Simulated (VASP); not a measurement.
# Ge5F (P6/mmm) in VASP: further runs

The runs below take Ge5F through single point, with PBE.

Program: VASP 6.6.1. These are calculated values, not measurements. Logs are shortened: lines on timing, memory, paths and dates and some standing lists are left out, and cuts for length are marked.

### Step 1. The cell of the first run

It takes space group P6/mmm (No. 191, hexagonal). The conventional cell has a = 4.641 Å, b = 4.641 Å, c = 5.577 Å, α = 90.00°, β = 90.00°, γ = 120.00°. Ge (site symmetry 3m) has 8 Ge at 2.61 to 3.06 Å and 3 F at 2.98 Å within 3.4 Å. Within 3.7 Å of Ge (site symmetry 6/mmm) lie 2 F at 2.79 Å and 12 Ge at 3.06 Å. F (site symmetry 6/mmm) has 14 Ge at 2.79 to 2.98 Å within 3.7 Å.

The cell was generated, and may not be a known phase.

### Step 2. Single point, PBE

INCAR

```
SYSTEM = Ge5F
  PREC = Accurate
  ENCUT = 520
  EDIFF = 1E-6
  ISMEAR = 0
  SIGMA = 0.1
  LREAL = .False.
  LASPH = .True.
  NELM = 60
  ALGO = Normal
  ISIF = 2
  LWAVE = .False.
  LCHARG = .False.
  GGA = PE
  NBANDS = 48
```

KPOINTS

```
regular mesh
0
Gamma
  6 6 4
  0 0 0
```

POSCAR

```
Ge5F
1.0
    4.6411860274      0.0000000000      0.0000000000
   -2.3205930137      4.0193850034      0.0000000000
    0.0000000000      0.0000000000      5.5766648864
Ge F
5 1
Direct
    0.3333333333      0.6666666667      0.2337760406
    0.6666666667      0.3333333333      0.2337760406
    0.6666666667      0.3333333333      0.7662239594
    0.3333333333      0.6666666667      0.7662239594
    0.0000000000      0.0000000000      0.5000000000
    0.0000000000      0.0000000000      0.0000000000
```

Potentials or basis: VASP PAW PBE potentials, release 64 (Ge_d, F).

Command:

```console
cat potpaw_PBE.64/Ge_d/POTCAR potpaw_PBE.64/F/POTCAR > POTCAR
mpirun -np 1 vasp_std > vasp.out
```

OUTCAR:

```text
SYSTEM = Ge5F
   PREC = Accurate
   ENCUT = 520
   EDIFF = 1E-6
   ISMEAR = 0
   LREAL = .False.
   LASPH = .True.
   NELM = 60
   ISIF = 2
   GGA = PE

 ion  position               nearest neighbor table
   1  0.333  0.667  0.234-   4 2.61   2 2.68   2 2.68   2 2.68
   2  0.667  0.333  0.234-   3 2.61   1 2.68   1 2.68   1 2.68
   3  0.667  0.333  0.766-   2 2.61   4 2.68   4 2.68   4 2.68
   4  0.333  0.667  0.766-   1 2.61   3 2.68   3 2.68   3 2.68
   5  0.000  0.000  0.500-
   6  0.000  0.000  0.000-

  LATTYP: Found a hexagonal cell.
 ALAT       =     4.6411860274
 C/A-ratio  =     1.2015603024

  Lattice vectors:

 A1 = (   4.6411860274,   0.0000000000,   0.0000000000)
 A2 = (  -2.3205930137,   4.0193850034,   0.0000000000)
 A3 = (   0.0000000000,   0.0000000000,   5.5766648864)

Analysis of symmetry for initial positions (statically):
=====================================================================
 Subroutine PRICEL returns:
 Original cell was already a primitive cell.

 Routine SETGRP: Setting up the symmetry group for a
 hexagonal supercell.

 Subroutine GETGRP returns: Found 24 space group operations
 (whereof 24 operations were pure point group operations)
 out of a pool of 24 trial point group operations.

The static configuration has the point symmetry D_6h.

Analysis of symmetry for dynamics (positions and initial velocities):
=====================================================================
 Subroutine PRICEL returns:
 Original cell was already a primitive cell.

 Routine SETGRP: Setting up the symmetry group for a
 hexagonal supercell.

 Subroutine GETGRP returns: Found 24 space group operations
 (whereof 24 operations were pure point group operations)
 out of a pool of 24 trial point group operations.

The dynamic configuration has the point symmetry D_6h.

 Subroutine INISYM returns: Found 24 space group operations
 (whereof 24 operations are pure point group operations),
 and found     1 'primitive' translations

----------------------------------------------------------------------------------------

                                     Primitive cell

  volume of cell :     104.0311

  direct lattice vectors                    reciprocal lattice vectors
     4.641186027  0.000000000  0.000000000     0.215462167  0.124397140  0.000000000
    -2.320593014  4.019385003  0.000000000     0.000000000  0.248794281  0.000000000
     0.000000000  0.000000000  5.576664886     0.000000000  0.000000000  0.179318647

  length of vectors
     4.641186027  4.641186027  5.576664886     0.248794281  0.248794281  0.179318647

  position of ions in fractional coordinates (direct lattice)
     0.333333333  0.666666667  0.233776041
     0.666666667  0.333333333  0.233776041
     0.666666667  0.333333333  0.766223959
     0.333333333  0.666666667  0.766223959
     0.000000000  0.000000000  0.500000000
     0.000000000  0.000000000  0.000000000

  ion indices of the primitive-cell ions
   primitive index   ion index
                 1           1
                 2           2
                 3           3
                 4           4
                 5           5
                 6           6

----------------------------------------------------------------------------------------

 KPOINTS: regular mesh

Automatic generation of k-mesh.
 Grid dimensions read from file:
 generate k-points for:    6    6    4

 Generating k-lattice:

  Cartesian coordinates                     Fractional coordinates (reciprocal lattice)
     0.035910361  0.020732857  0.000000000     0.166666667  0.000000000  0.000000000
     0.000000000  0.041465713  0.000000000     0.000000000  0.166666667  0.000000000
     0.000000000  0.000000000  0.044829662     0.000000000  0.000000000  0.250000000

  Length of vectors
     0.041465713  0.041465713  0.044829662

  Shift w.r.t. Gamma in fractional coordinates (k-lattice)
     0.000000000  0.000000000  0.000000000

 Subroutine IBZKPT returns following result:
 ===========================================

 Found     21 irreducible k-points:

 Following reciprocal coordinates:
            Coordinates               Weight
  0.000000  0.000000  0.000000      1.000000
  0.166667  0.000000  0.000000      6.000000
  0.333333 -0.000000  0.000000      6.000000
  0.500000  0.000000  0.000000      3.000000
  0.166667  0.166667  0.000000      6.000000
  0.333333  0.166667  0.000000     12.000000
[... 13 lines left out ...]
  0.333333  0.166667  0.500000     12.000000
  0.333333  0.333333  0.500000      2.000000
   k-points           NKPTS =     21   k-points in BZ     NKDIM =     21   number of bands    NBANDS=     48
   number of dos      NEDOS =    301   number of ions     NIONS =      6
   total plane-waves  NPLWV =  54432
   dimension x,y,z NGX =    36 NGY =   36 NGZ =   42
   dimension x,y,z NGXF=    72 NGYF=   72 NGZF=   84
   ions per type =               5   1
   NGX,Y,Z   is equivalent  to a cutoff of  12.90, 12.90, 12.52 a.u.
   NGXF,Y,Z  is equivalent  to a cutoff of  25.79, 25.79, 25.04 a.u.
 SYSTEM =  Ge5F
   PREC   = accura    normal or accurate (medium, high low for compatibility)
   ISTART =      0    job   : 0-new  1-cont  2-samecut
   ICHARG =      2    charge: 1-file 2-atom 10-const
   ISPIN  =      1    spin polarized calculation?
   LNONCOLLINEAR =      F non collinear calculations
   LSORBIT =      F    spin-orbit coupling
   LASPH  =      T    aspherical Exc in radial PAW
   ENCUT  =  520.0 eV  38.22 Ry    6.18 a.u.   8.63  8.63 10.37*2*pi/ulx,y,z
   NELM   =     60;   NELMIN=  2; NELMDL= -5     # of ELM steps
   EDIFF  = 0.1E-05   stopping-criterion for ELM
   LREAL  =      F    real-space projection
   EDIFFG = 0.1E-04   stopping-criterion for IOM
   NSW    =      0    number of steps for IOM
   IBRION =     -1    ionic relax: 0-MD 1-quasi-New 2-CG
   NFREE  =      0    steps in history (QN), initial steepest desc. (CG)
   ISIF   =      2    stress and relaxation
   ISYM   =      2    0-nonsym 1-usesym 2-fastsym
   POTIM  = 0.5000    time-step for ionic-motion
   TEBEG  =    0.0;   TEEND  =   0.0 temperature during run
   PSTRESS=    0.0 pullay stress
   NELECT =      77.0000    total number of electrons
   NUPDOWN=      -1.0000    fix difference up-down
   EMIN   =  10.00;   EMAX   =-10.00  energy-range for DOS
   EFERMI =   0.00;   METHOD = LEGACY
   ISMEAR =     0;   SIGMA  =   0.10  broadening in eV -4-tet -1-fermi 0-gaus
   EFERMI_NEDOS =   21; number of points for ismear=-14 and -15
   IALGO  =     38    algorithm
   IMIX   =      4    mixing-type and parameters
     AMIX     =   0.40;   BMIX     =  1.00
     AMIX_MAG =   1.60;   BMIX_MAG =  1.00
  volume/ion in A,a.u.               =      17.34       117.01
  Fermi-wavevector in a.u.,A,eV,Ry     =   1.480871  2.798441 29.837308  2.192980
  Thomas-Fermi vector in A             =   2.594852
   LORBIT       =      0    0 simple, 1 ext, 2 COOP (PROOUT), +10 PAW based schemes
   GGA     = PE    functional components
   LHFCALC =     F    Hartree Fock is set to
   AEXX    =    0.0000 exact exchange contribution
   IVDW    =     0    specifies the selected vdW correction
   LEPSILON=     F    determine dielectric tensor
   LRPA    =     F    only Hartree local field effects (RPA)
 non-spin polarized calculation
 Gauss-broadening in eV      SIGMA  =   0.10
  energy-cutoff  :      520.00
  volume of cell :      104.03
 maximum number of plane-waves:      2831
 NGX is ok and might be reduce to    36
   NGX = 17   NGY = 17   NGZ = 21

 number of electron      76.9999918 magnetization

 Free energy of the ion-electron system (eV)
  ---------------------------------------------------
  ext. energy  EPLUGINS =         0.00000000
  ---------------------------------------------------
  free energy    TOTEN  =       -25.03929104 eV

  energy without entropy =      -25.02834553  energy(sigma->0) =      -25.03381828

 E-fermi :   5.9977     XC(G=0): -11.1507

 val. band max:        5.8845787535   @ k =   0.1667   0.1667   0.2500
 cond. band min:       6.0409312647   @ k =   0.3333   0.1667   0.5000
 fundamental gap:      0.1563525112
 Fermi energy:         5.9977030192

 k-point     1 :       0.0000    0.0000    0.0000
  band No.  band energies     occupation
      1     -19.0840      2.00000
      2     -19.0829      2.00000
      3     -19.0829      2.00000
      4     -19.0519      2.00000
      5     -19.0519      2.00000
      6     -18.7628      2.00000
[... 40 lines left out ...]
     47      11.5227      0.00000
     48      12.2520      0.00000

 k-point     2 :       0.1667    0.0000    0.0000
  band No.  band energies     occupation
      1     -19.0839      2.00000
      2     -19.0827      2.00000
      3     -19.0826      2.00000
      4     -19.0514      2.00000
      5     -19.0512      2.00000
      6     -18.7605      2.00000
[... 40 lines left out ...]
     47      11.0462      0.00000
     48      13.0941      0.00000

 k-point     3 :       0.3333   -0.0000    0.0000
  band No.  band energies     occupation
      1     -19.0837      2.00000
      2     -19.0824      2.00000
      3     -19.0816      2.00000
      4     -19.0502      2.00000
      5     -19.0500      2.00000
      6     -18.7540      2.00000
[... 40 lines left out ...]
     47      12.6280      0.00000
     48      13.9726      0.00000

 k-point     4 :       0.5000    0.0000    0.0000
  band No.  band energies     occupation
      1     -19.0836      2.00000
      2     -19.0822      2.00000
      3     -19.0808      2.00000
      4     -19.0496      2.00000
      5     -19.0496      2.00000
      6     -18.7451      2.00000
[... 805 lines left out ...]
     47      11.2249      0.00000
     48      11.4173      0.00000

 k-point    20 :       0.3333    0.1667    0.5000
  band No.  band energies     occupation
      1     -19.0820      2.00000
      2     -19.0815      2.00000
      3     -19.0812      2.00000
      4     -19.0496      2.00000
      5     -19.0495      2.00000
      6     -18.7248      2.00000
[... 40 lines left out ...]
     47      12.6118      0.00000
     48      12.6395      0.00000

 k-point    21 :       0.3333    0.3333    0.5000
  band No.  band energies     occupation
      1     -19.0814      2.00000
      2     -19.0812      2.00000
      3     -19.0812      2.00000
      4     -19.0494      2.00000
      5     -19.0494      2.00000
      6     -18.7322      2.00000
[... 40 lines left out ...]
     47      13.3412      0.00000
     48      14.1413      0.00000

------------------------ aborting loop because EDIFF is reached ----------------------------------------

  FORCE on cell =-STRESS in cart. coord.  units (eV):
  Direction    XX          YY          ZZ          XY          YZ          ZX
  --------------------------------------------------------------------------------------
  -------------------------------------------------------------------------------------
  Total       -0.0376543     -0.0376543      0.0505519      0.0000000      0.0000000      0.0000000
  in kB       -0.5799113     -0.5799113      0.7785475      0.0000000      0.0000000      0.0000000
  external PRESSURE =      -0.1270917 kB  Pullay stress =       0.0000000 kB

 VOLUME and BASIS-vectors are now :
 -----------------------------------------------------------------------------
  energy-cutoff  :      520.00
  volume of cell :      104.03
      direct lattice vectors                 reciprocal lattice vectors
     4.641186027  0.000000000  0.000000000     0.215462167  0.124397140  0.000000000
    -2.320593014  4.019385003  0.000000000     0.000000000  0.248794281  0.000000000
     0.000000000  0.000000000  5.576664886     0.000000000  0.000000000  0.179318647

 POSITION                                       TOTAL-FORCE (eV/Angst)
 -----------------------------------------------------------------------------------
     -0.00000      2.67959      1.30369        -0.000000      0.000000     -0.011881
      2.32059      1.33980      1.30369        -0.000000     -0.000000     -0.011881
      2.32059      1.33980      4.27297        -0.000000     -0.000000      0.011881
     -0.00000      2.67959      4.27297         0.000000     -0.000000      0.011881
      0.00000      0.00000      2.78833         0.000000     -0.000000      0.000000
      0.00000      0.00000      0.00000         0.000000     -0.000000      0.000000
 -----------------------------------------------------------------------------------
    total drift:                               -0.000000      0.000000     -0.000000

  FREE ENERGIE OF THE ION-ELECTRON SYSTEM (eV)
  ---------------------------------------------------
  free  energy   TOTEN  =       -25.0392910438 eV

  energy  without entropy=      -25.0283455258  energy(sigma->0) =      -25.03381828
```

It took 91 s on 1 thread of Intel Xeon Platinum 8488C (Sapphire Rapids), shared host; peak memory 0.25 GiB.

Results:

```yaml
Free_energy: -25.0393 eV
Pressure: 0.0 GPa
Largest_force: 0.012 eV/Å
Band_gap_on_the_k_mesh: zero (an odd number of electrons rules out a gap without spin polarisation)
```

Forces on the atoms (eV/Å):
```
Ge   0.000  0.000 -0.012
Ge   0.000  0.000 -0.012
Ge   0.000  0.000  0.012
Ge   0.000  0.000  0.012
Ge   0.000  0.000  0.000
F    0.000  0.000  0.000
```

Stress tensor (GPa, compression positive):
```
-0.06  0.00  0.00
 0.00 -0.06  0.00
 0.00  0.00  0.08
```

Levels at points of the mesh, in eV from the Fermi level:
| k point | band 37 | band 38 | band 39 | band 40 | band 41 | band 42 |
| --- | --- | --- | --- | --- | --- | --- |
| (0.00, 0.00, 0.00) | -1.75 | -1.07 | -1.07 | -0.15 | -0.15 | -0.11 |
| (0.50, 0.00, 0.00) | -2.21 | -1.26 | 0.65 | 0.79 | 1.87 | 3.43 |
| (0.00, 0.00, 0.50) | -1.76 | -1.76 | -1.68 | -1.44 | -1.44 | 1.16 |
| (0.50, 0.00, 0.50) | -1.40 | 0.35 | 0.36 | 1.75 | 2.09 | 3.41 |

Caveat: an odd number of electrons without spin polarisation forces a metal; a magnetic or distorted state may lie lower.

### Step 3. Single point, PBE

This run uses another cell than the first one, of 22.28 Å³/atom.

INCAR

```
PREC     = Accurate       # precision mode
ENCUT    = 520            # plane-wave cutoff, eV
EDIFF    = 1E-7           # SCF threshold, eV
ISMEAR   = 0              # smearing method
SIGMA    = 0.1            # smearing width, eV
LREAL    = False          # projectors in reciprocal space
LASPH    = True           # aspherical terms in the spheres
NELM     = 80             # most SCF steps
ALGO     = Normal         # electronic algorithm
ISIF     = 2              # what is computed and relaxed
LWAVE    = False          # write WAVECAR
LCHARG   = False          # write CHGCAR
GGA      = PE             # functional
NBANDS   = 48             # bands
```

KPOINTS

```
regular mesh
0
Gamma
  6 6 4
```

POSCAR

```
Ge5F
1.0
    4.6959349600      0.0000000000      0.0000000000
   -2.3479674800      4.0667989700      0.0000000000
    0.0000000000      0.0000000000      7.0005176500
Ge F
5 1
Direct
    0.3333333300      0.6666666700      0.3328477000
    0.6666666700      0.3333333300      0.3328477000
    0.6666666700      0.3333333300      0.6671523000
    0.3333333300      0.6666666700      0.6671523000
    0.0000000000      0.0000000000      0.5000000000
    0.0000000000      0.0000000000      0.0000000000
```

Potentials or basis: VASP PAW PBE potentials, release 64 (Ge_d, F).

Command:

```console
cat potpaw_PBE.64/Ge_d/POTCAR potpaw_PBE.64/F/POTCAR > POTCAR
mpirun -np 1 vasp_std > vasp.out
```

Wall time 2.4 min (1 thread of Intel Xeon Platinum 8488C (Sapphire Rapids), shared host); peak memory 0.29 GiB.

The run converged. Its results:

```yaml
Free_energy: -22.9128 eV
Pressure: 3.0 GPa
Largest_force: 2.548 eV/Å
Band_gap_on_the_k_mesh: zero (an odd number of electrons rules out a gap without spin polarisation)
```

Forces on the atoms (eV/Å):
```
Ge   0.000  0.000 -2.548
Ge   0.000  0.000 -2.548
Ge   0.000  0.000  2.548
Ge   0.000  0.000  2.548
Ge   0.000  0.000  0.000
F    0.000  0.000  0.000
```

Stress tensor (GPa, compression positive):
```
-0.39  0.00  0.00
 0.00 -0.39  0.00
 0.00  0.00  9.75
```

Levels at points of the mesh, in eV from the Fermi level:
```
           k point  band 36  band 37  band 38  band 39  band 40  band 41  band 42  band 43
(0.00, 0.00, 0.00)    -2.01    -1.00    -0.77    -0.77     0.08     0.08     1.87     2.14
(0.50, 0.00, 0.00)    -0.84    -0.53    -0.31     0.00     2.12     2.28     3.44     4.10
(0.00, 0.00, 0.50)    -2.11    -0.85    -0.85    -0.47     0.01     0.01     1.40     2.48
(0.50, 0.00, 0.50)    -0.92    -0.71    -0.39     0.10     2.24     2.27     3.48     4.11
```

Caveat: the stress differs along the axes, from -0 to 10 GPa; an odd number of electrons without spin polarisation forces a metal; a magnetic or distorted state may lie lower.

The gap in the log of VASP goes by the Fermi energy; the results here count the filled bands.